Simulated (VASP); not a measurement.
# B in VASP: further runs

B is run at these levels: PBE; tasks: relaxation of cell and atoms, single point.

Program: VASP 6.6.1. These are calculated values, not measurements. Logs are shortened: lines on timing, memory, paths and dates and some standing lists are left out, and cuts for length are marked.

**1. The cell of the first run**

The structure is tetragonal, space group I4/mmm (No. 139). The conventional cell has a = 2.122 Å, b = 2.122 Å, c = 3.228 Å, α = 90.00°, β = 90.00°, γ = 90.00°. B (site symmetry 4/mmm) has 12 B at 2.12 to 2.20 Å within 2.8 Å.

**2. Relaxation of cell and atoms, PBE**

The input, INCAR:

```
SYSTEM = B
PREC = Accurate ; ENCUT = 600
EDIFF = 1E-6 ; ISMEAR = 0
SIGMA = 0.1 ; LREAL = .FALSE.
LASPH = .TRUE. ; NELM = 80
ALGO = Normal ; ISIF = 3
LWAVE = .FALSE. ; LCHARG = .FALSE.
GGA = PE ; IBRION = 2
NSW = 90 ; EDIFFG = -0.04
```

The input, KPOINTS:

```
Automatic mesh
0
G
  10 10 10
  0 0 0
```

The input, POSCAR:

```
B
1.0
   -1.0608405422      1.0608405422      1.6139141281
    1.0608405422     -1.0608405422      1.6139141281
    1.0608405422      1.0608405422     -1.6139141281
B
1
Direct
    0.0000000000      0.0000000000      0.0000000000
```

Potentials or basis: VASP PAW PBE potentials, release 64 (B).

Command:

```console
cat potpaw_PBE.64/B/POTCAR > POTCAR
mpirun -np 1 vasp_std > vasp.out
```

OUTCAR:

```text
SYSTEM = B
   PREC = Accurate
   ENCUT = 600
   EDIFF = 1E-6
   ISMEAR = 0
   LREAL = .FALSE.
   LASPH = .TRUE.
   NELM = 80
   ISIF = 3
   GGA = PE
   IBRION = 2
   NSW = 90
   EDIFFG = -0.04

 ion  position               nearest neighbor table
   1  0.000  0.000  0.000-

  LATTYP: Found a body centered tetragonal cell.
 ALAT       =     2.1216810844
 C/A-ratio  =     1.5213541186

  Lattice vectors:

 A1 = (  -1.0608405422,   1.0608405422,   1.6139141281)
 A2 = (   1.0608405422,  -1.0608405422,   1.6139141281)
 A3 = (   1.0608405422,   1.0608405422,  -1.6139141281)

Analysis of symmetry for initial positions (statically):
=====================================================================
 Subroutine PRICEL returns:
 Original cell was already a primitive cell.

 Routine SETGRP: Setting up the symmetry group for a
 body centered tetragonal supercell.

 Subroutine GETGRP returns: Found 16 space group operations
 (whereof 16 operations were pure point group operations)
 out of a pool of 16 trial point group operations.

The static configuration has the point symmetry D_4h.

Analysis of symmetry for dynamics (positions and initial velocities):
=====================================================================
 Subroutine PRICEL returns:
 Original cell was already a primitive cell.

 Routine SETGRP: Setting up the symmetry group for a
 body centered tetragonal supercell.

 Subroutine GETGRP returns: Found 16 space group operations
 (whereof 16 operations were pure point group operations)
 out of a pool of 16 trial point group operations.

The dynamic configuration has the point symmetry D_4h.

 Subroutine INISYM returns: Found 16 space group operations
 (whereof 16 operations are pure point group operations),
 and found     1 'primitive' translations

----------------------------------------------------------------------------------------

                                     Primitive cell

  volume of cell :       7.2651

  direct lattice vectors                    reciprocal lattice vectors
    -1.060840542  1.060840542  1.613914128     0.000000000  0.471324370  0.309805826
     1.060840542 -1.060840542  1.613914128     0.471324370  0.000000000  0.309805826
     1.060840542  1.060840542 -1.613914128     0.471324370  0.471324370  0.000000000

  length of vectors
     2.203516309  2.203516309  2.203516309     0.564026871  0.564026871  0.666553316

  position of ions in fractional coordinates (direct lattice)
     0.000000000  0.000000000  0.000000000

  ion indices of the primitive-cell ions
   primitive index   ion index
                 1           1

[... 58 lines left out ...]
   ions per type =               1
   NGX,Y,Z   is equivalent  to a cutoff of  13.58, 13.58, 13.58 a.u.
   NGXF,Y,Z  is equivalent  to a cutoff of  27.16, 27.16, 27.16 a.u.
 SYSTEM =  B
   PREC   = accura    normal or accurate (medium, high low for compatibility)
   ISTART =      0    job   : 0-new  1-cont  2-samecut
   ICHARG =      2    charge: 1-file 2-atom 10-const
   ISPIN  =      1    spin polarized calculation?
   LNONCOLLINEAR =      F non collinear calculations
   LSORBIT =      F    spin-orbit coupling
   LASPH  =      T    aspherical Exc in radial PAW
   ENCUT  =  600.0 eV  44.10 Ry    6.64 a.u.   4.40  4.40  4.40*2*pi/ulx,y,z
   NELM   =     80;   NELMIN=  2; NELMDL= -5     # of ELM steps
   EDIFF  = 0.1E-05   stopping-criterion for ELM
   LREAL  =      F    real-space projection
   EDIFFG = -.4E-01   stopping-criterion for IOM
   NSW    =     90    number of steps for IOM
   IBRION =      2    ionic relax: 0-MD 1-quasi-New 2-CG
   NFREE  =      1    steps in history (QN), initial steepest desc. (CG)
   ISIF   =      3    stress and relaxation
   ISYM   =      2    0-nonsym 1-usesym 2-fastsym
   POTIM  = 0.5000    time-step for ionic-motion
   TEBEG  =    0.0;   TEEND  =   0.0 temperature during run
   PSTRESS=    0.0 pullay stress
   NELECT =       3.0000    total number of electrons
   NUPDOWN=      -1.0000    fix difference up-down
   EMIN   =  10.00;   EMAX   =-10.00  energy-range for DOS
   EFERMI =   0.00;   METHOD = LEGACY
   ISMEAR =     0;   SIGMA  =   0.10  broadening in eV -4-tet -1-fermi 0-gaus
   EFERMI_NEDOS =   21; number of points for ismear=-14 and -15
   IALGO  =     38    algorithm
   IMIX   =      4    mixing-type and parameters
     AMIX     =   0.40;   BMIX     =  1.00
     AMIX_MAG =   1.60;   BMIX_MAG =  1.00
  volume/ion in A,a.u.               =       7.27        49.03
  Fermi-wavevector in a.u.,A,eV,Ry     =   1.219088  2.303742 20.220644  1.486175
  Thomas-Fermi vector in A             =   2.354352
   LORBIT       =      0    0 simple, 1 ext, 2 COOP (PROOUT), +10 PAW based schemes
   GGA     = PE    functional components
   LHFCALC =     F    Hartree Fock is set to
   AEXX    =    0.0000 exact exchange contribution
   IVDW    =     0    specifies the selected vdW correction
   LEPSILON=     F    determine dielectric tensor
   LRPA    =     F    only Hartree local field effects (RPA)
 conjugate gradient relaxation of ions
 non-spin polarized calculation
 Gauss-broadening in eV      SIGMA  =   0.10
  energy-cutoff  :      600.00
  volume of cell :        7.27
 maximum number of plane-waves:       263
 NGX is ok and might be reduce to    18
   NGX =  9   NGY =  9   NGZ =  9

--------------------------------------- Ionic step        1  -------------------------------------------

 number of electron       3.0000000 magnetization

 Free energy of the ion-electron system (eV)
  ---------------------------------------------------
  ext. energy  EPLUGINS =         0.00000000
  ---------------------------------------------------
  free energy    TOTEN  =        -5.15674209 eV

  energy without entropy =       -5.15532124  energy(sigma->0) =       -5.15603166

 E-fermi :   7.9457     XC(G=0): -12.1600

 val. band max:        7.8547669183   @ k =   0.2000   0.2000   0.2000
 cond. band min:       7.9458132224   @ k =   0.5000   0.3000   0.0000
 fundamental gap:      0.0910463041
 Fermi energy:         7.9456912507

 k-point     1 :       0.0000    0.0000    0.0000
  band No.  band energies     occupation
      1      -8.6803      2.00000
      2      21.1871      0.00000
      3      21.3520      0.00000
      4      21.3520      0.00000
      5      36.5183      0.00000
[... 358 lines left out ...]
--------------------------------------- Ionic step        6  -------------------------------------------

 number of electron       3.0000000 magnetization

 Free energy of the ion-electron system (eV)
  ---------------------------------------------------
  ext. energy  EPLUGINS =         0.00000000
  ---------------------------------------------------
  free energy    TOTEN  =        -5.34387181 eV

  energy without entropy =       -5.34262687  energy(sigma->0) =       -5.34324934

 E-fermi :  10.3042     XC(G=0): -12.9991

 val. band max:       10.2767090162   @ k =   0.5000   0.3000   0.0000
 cond. band min:      10.3775285605   @ k =  -0.1000  -0.4000   0.1000
 fundamental gap:      0.1008195443
 Fermi energy:        10.3042019985

 k-point     1 :       0.0000    0.0000    0.0000
  band No.  band energies     occupation
      1      -8.6295      2.00000
      2      26.2987      0.00000
      3      26.4537      0.00000
      4      26.4537      0.00000
      5      42.3253      0.00000
[... 212 lines left out ...]
  FREE ENERGIE OF THE ION-ELECTRON SYSTEM (eV)
  ---------------------------------------------------
  free  energy   TOTEN  =        -5.3438718081 eV

  energy  without entropy=       -5.3426268696  energy(sigma->0) =       -5.34324934

 reached required accuracy - stopping structural energy minimisation
```

Run time: 19 s. Hardware: 1 thread of Intel Xeon 8259CL, shared host; peak memory 0.12 GiB.

Results:

- Free energy: -5.3439 eV
- Relaxed volume: 5.92 Å³/atom
- Relaxed cell: a = 2.058 Å, b = 2.058 Å, c = 2.058 Å, α = 122.41°, β = 122.41°, γ = 85.88°
- Space group after relaxing (to 0.05 Å): I4/mmm (No. 139)
- Energy gained by relaxing: 187.1 meV/atom
- Ionic steps: 6
- Pressure after relaxing: -0.5 GPa

The path:
| step | energy change (eV) | largest force (eV/Å) | pressure (GPa) | volume (Å³) |
| --- | --- | --- | --- | --- |
| 1 | 0.0000 | 0.0000 | -37.29 | 7.27 |
| 2 | -0.1678 | 0.0000 | 15.90 | 5.63 |
| 3 | -0.1845 | 0.0000 | -0.54 | 5.94 |
| 4 | -0.1845 | 0.0000 | -1.65 | 5.97 |
| 5 | -0.1870 | 0.0000 | -0.64 | 5.93 |
| 6 | -0.1871 | 0.0000 | -0.46 | 5.92 |

Final structure:
```cif
data_structure
_symmetry_space_group_name_H-M 'P 1'
_symmetry_Int_Tables_number 1
_cell_length_a 2.0577
_cell_length_b 2.0577
_cell_length_c 2.0577
_cell_angle_alpha 122.406
_cell_angle_beta 122.406
_cell_angle_gamma 85.881
_cell_volume 5.92
loop_
_atom_site_label
_atom_site_type_symbol
_atom_site_fract_x
_atom_site_fract_y
_atom_site_fract_z
_atom_site_occupancy
B1 B 0.00000 0.00000 0.00000 1
```

Caveat: the k points lie up to 0.45 Å⁻¹ apart in the final cell; the volume moved by over 15 % at a fixed basis, so the end points are rough.

**3. Single point, PBE**

This run uses another cell than the first one, of 7.34 Å³/atom, 1.010 times its volume.

The input, INCAR:

```
PREC = Accurate ; ENCUT = 500
EDIFF = 1E-6 ; ISMEAR = 0
SIGMA = 0.1 ; LREAL = False
LASPH = True ; NELM = 120
ALGO = Normal ; ISIF = 2
LWAVE = False ; LCHARG = False
GGA = PE ; NBANDS = 8
GGA_COMPAT = False
```

The input, KPOINTS:

```
Automatic mesh
0
Gamma
  10 10 10
```

The input, POSCAR:

```
B
1.0
    0.0000000000      1.5425117484      1.5425117484
    1.5425117484      0.0000000000      1.5425117484
    1.5425117484      1.5425117484      0.0000000000
B
1
Direct
    0.0000000000      0.0000000000      0.0000000000
```

Potentials or basis: VASP PAW PBE potentials, release 64 (B).

Command:

```console
cat potpaw_PBE.64/B/POTCAR > POTCAR
mpirun -np 1 vasp_std > vasp.out
```

It took 3.3 s on 1 thread of AMD EPYC 7R13, shared host; peak memory 0.08 GiB.

Results (log left out):

| Item | Value |
| --- | --- |
| Free energy | -5.1179 eV |
| Pressure | -40.5 GPa |

Levels at points of the mesh, in eV from the Fermi level:
| k point | band 1 | band 2 | band 3 | band 4 |
| --- | --- | --- | --- | --- |
| (0.00, 0.00, 0.00) | -16.68 | 13.07 | 13.07 | 13.07 |
| (0.50, 0.00, 0.00) | -8.17 | -5.43 | 10.71 | 10.71 |
| (0.50, 0.50, 0.00) | -5.87 | -0.74 | 5.15 | 5.15 |
